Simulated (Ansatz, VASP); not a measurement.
**TaN in VASP and in Ansatz**

Contents of INCAR:

```
  PREC = Accurate
  ENCUT = 700
  EDIFF = 1E-6
  ISMEAR = 0
  SIGMA = 0.1
  LREAL = False
  LASPH = True
  NELM = 200
  ALGO = Normal
  ISIF = 2
  LWAVE = False
  LCHARG = False
  ISPIN = 2
  MAGMOM = 1 0
  LORBIT = 11
  LMAXMIX = 4
  GGA = PE
  NBANDS = 20
  GGA_COMPAT = False
```

Contents of KPOINTS:

```
Automatic mesh
0
Gamma
  6 6 6
```

Contents of POSCAR:

```
TaN
1.0
   -1.9918827500      2.0403509400      2.0531032100
    1.9918827500     -2.0403509400      2.0531032100
    1.9918827500      2.0403509400     -2.0531032100
Ta N
1 1
Direct
    0.0000000000      0.0000000000      0.0000000000
    0.5000000000      0.0000000000      0.5000000000
```

Input for Ansatz:

```yaml
crystal:
  lattice:
    - [-1.99188275, 2.04035094, 2.05310321]
    - [1.99188275, -2.04035094, 2.05310321]
    - [1.99188275, 2.04035094, -2.05310321]
  atoms:
    - { symbol: Ta, position: [0.0, 0.0, 0.0], spin: 1.0 }
    - { symbol: "N", position: [0.5, 0.0, 0.5] }
basis:
  ecutwfc: 420
kpoints:
  mp_grid: { grid: [6, 6, 6] }
hamiltonian:
  xc: pbe
scf:
  occupations: { method: gaussian, width: 0.1 }
  lower_state_search: "off"
output:
  forces: true
  stress: true
  eigenvalues: true
  populations: true
magnetization:
  spin_polarized: true
```

Alike in both runs: task single point; functional PBE; k mesh 6 × 6 × 6; occupations gaussian, width 0.1 eV; collinear spin.

```csv
,VASP,Ansatz
version,VASP 6.6.1,Ansatz 0.2.0
potentials or method,"VASP PAW PBE potentials, release 64 (Ta_sv_GW, N), cutoff 700 eV","scalar-relativistic, plane waves, PAW"
valence electrons in the cell,18,18
```

|  | VASP | Ansatz | Ansatz less VASP |
| --- | --- | --- | --- |
| gap on the k mesh at the Fermi level (eV) | none | none | - |
| pressure (GPa) | -23.3 | -23.1 | +0.20 |
| traceless stress, the component that is largest in VASP (GPa) | 9.35 | 9.26 | -0.094 |
| net moment per atom (μB) | 0.06 | 0.06 | +0.002 |
| size of the moment on the site where the two differ most (μB) | 0.09 | 0.04 | -0.044 |

Site moments also hang on the region over which each program counts them. A gap of «none» marks a metal or a gap that the smearing closes. The functional is the same, so the differences come from potentials, cutoffs and numerics.

The k mesh is coarse, so the values compare programs but aren't converged. Neither program's run includes spin-orbit coupling.
